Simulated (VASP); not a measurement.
The system is Ni.

```
Ni
1.0
     0.00000    1.76735    1.76735
     1.76735    0.00000    1.76735
     1.76735    1.76735    0.00000
Ni
1
Cartesian
  0.0000 0.0000 0.0000
```

Base run:

| Item | Value |
| --- | --- |
| Program | VASP 6.6.1 |
| Functional | PBE |
| Potentials or basis | VASP PAW PBE potentials, release 64 (Ni) |
| Cutoff | 520 eV |
| k mesh | 12 × 12 × 12 |
| Occupations | fermi-dirac, width 0.1 eV |
| Spin | collinear spin, ferromagnetic start |
| Starting moments | [1.45] μB |
| Fixed moment | 1.45 μB |

Its results: pressure 8.1 GPa; site moments Ni +1.40 μB.

Problem. The run is repeated on the same cell with these changes: fixed moment from 1.45 μB to 1.69 μB; moments at the start from [1.45] to [1.69]. What comes out?

Solution. Pressure 13.5 GPa; site moments Ni +1.60 μB.

Caveats: the total moment is fixed, so each spin has its own Fermi level.
